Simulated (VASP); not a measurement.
Here is a VASP 6.6.1 calculation.

POSCAR

```
WC
1.0
    0.0000000000      4.3853680000      4.3853680000
    4.3853680000      0.0000000000      4.3853680000
    4.3853680000      4.3853680000      0.0000000000
W C
8 8
Direct
    0.0000000000      0.0000000000      0.0000000000
    0.0000000000      0.0000000000      0.5000000000
    0.0000000000      0.5000000000      0.0000000000
    0.0000000000      0.5000000000      0.5000000000
    0.5000000000      0.0000000000      0.0000000000
    0.5000000000      0.0000000000      0.5000000000
    0.5000000000      0.5000000000      0.0000000000
    0.5000000000      0.5000000000      0.5000000000
    0.2500000000      0.2500000000      0.2500000000
    0.2500000000      0.2500000000      0.7500000000
    0.2500000000      0.7500000000      0.2500000000
    0.2500000000      0.7500000000      0.7500000000
    0.7500000000      0.2500000000      0.2500000000
    0.7500000000      0.2500000000      0.7500000000
    0.7500000000      0.7500000000      0.2500000000
    0.7500000000      0.7500000000      0.7500000000
```

Contents of INCAR.step1:

```
SYSTEM = WC
ALGO = Normal
EDIFF = 1E-5
ENCUT = 660
GGA = PE
GGA_COMPAT = .False.
ISMEAR = -1
LASPH = .True.
LCHARG = .False.
LREAL = .False.
LWAVE = .True.
NBANDS = 86
NELM = 120
PREC = Accurate
SIGMA = 0.1
```

Contents of INCAR.step2:

```
SYSTEM = WC
ALGO = Normal
EDIFF = 1E-6
ENCUT = 660
GGA_COMPAT = .False.
ISIF = 2
ISMEAR = -1
ISTART = 1
LASPH = .True.
LCHARG = .True.
LELF = .True.
LMIXTAU = .True.
LREAL = .False.
LVHAR = .True.
LWAVE = .False.
METAGGA = R2SCAN
NBANDS = 86
NELM = 120
PREC = Accurate
SIGMA = 0.1
```

KPOINTS

```
k-points
0
Gamma
  3 3 3
  0 0 0
```

Potentials or basis: VASP PAW PBE potentials, release 64 (W_sv, C).

Launch:

```console
$ cat potpaw_PBE.64/W_sv/POTCAR potpaw_PBE.64/C/POTCAR > POTCAR
$ cp INCAR.step1 INCAR
$ mpirun -np 1 vasp_std > vasp.out
$ cp INCAR.step2 INCAR
$ mpirun -np 1 vasp_std > vasp.out
```

Predict the pressure.

-2.8 GPa.

What does it give for the band gap on the k mesh?

Zero (bands 72 and 73 overlap by 0.63 eV).

Caveat: the k points lie up to 0.41 Å⁻¹ apart, too coarse for converged energies and pressures of a metal; the PAW data sets were made with another functional, which shifts forces and pressure a little; spin-orbit coupling is left out, which moves the levels of the heavy elements.
